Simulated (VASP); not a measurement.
Here is a VASP 6.6.1 calculation.

The input INCAR:

```
PREC = Accurate ; ENCUT = 520
EDIFF = 1E-6 ; ISMEAR = 0
SIGMA = 0.1 ; LREAL = Auto
LASPH = T ; NELM = 60
ALGO = Normal ; ISIF = 2
LWAVE = F ; LCHARG = T
GGA = PE ; LELF = T
LVHAR = T ; NBANDS = 46
```

File KPOINTS:

```
regular mesh
0
Gamma
  2 2 4
```

POSCAR

```
BeTe
1.0
    8.8452081100      0.0000000000      0.0000000000
    0.0000000000      8.8452081100      0.0000000000
    0.0000000000      0.0000000000      4.2242276100
Be Te
8 8
Direct
    0.6913084800      0.6225034900      0.0000000000
    0.8774965100      0.8086915200      0.5000000000
    0.3086915200      0.3774965100      0.0000000000
    0.1225034900      0.1913084800      0.5000000000
    0.6225034900      0.3086915200      0.5000000000
    0.8086915200      0.1225034900      0.0000000000
    0.3774965100      0.6913084800      0.5000000000
    0.1913084800      0.8774965100      0.0000000000
    0.1225034900      0.8086915200      0.5000000000
    0.3086915200      0.6225034900      0.0000000000
    0.8774965100      0.1913084800      0.5000000000
    0.6913084800      0.3774965100      0.0000000000
    0.1913084800      0.1225034900      0.0000000000
    0.3774965100      0.3086915200      0.5000000000
    0.8086915200      0.8774965100      0.0000000000
    0.6225034900      0.6913084800      0.5000000000
```

Potentials or basis: VASP PAW PBE potentials, release 64 (Be, Te).

Run with:

```bash
$ cat potpaw_PBE.64/Be/POTCAR potpaw_PBE.64/Te/POTCAR > POTCAR
$ mpirun -np 1 vasp_std > vasp.out
```

Task: Estimate the band gap on the k mesh.

Result: Zero (bands 32 and 33 overlap by 0.88 eV).

Task: Estimate the largest force.

Result: 0.939 eV/Å.

Task: Estimate the pressure.

Result: 23.4 GPa.

Forces in eV/Å, atoms in the order of the input:
```
Be   0.229  0.911  0.000
Be  -0.911 -0.229  0.000
Be  -0.229 -0.911  0.000
Be   0.911  0.229  0.000
Be   0.911 -0.229  0.000
Be  -0.229  0.911  0.000
Be  -0.911  0.229  0.000
Be   0.229 -0.911  0.000
Te   0.105 -0.023  0.000
Te  -0.023  0.105  0.000
Te  -0.105  0.023  0.000
Te   0.023 -0.105  0.000
Te   0.023  0.105  0.000
Te  -0.105 -0.023  0.000
Te  -0.023 -0.105  0.000
Te   0.105  0.023  0.000
```

Caveat: the k points lie up to 0.37 Å⁻¹ apart, too coarse for converged energies and pressures of a metal; spin-orbit coupling is left out, which moves the levels of the heavy elements.
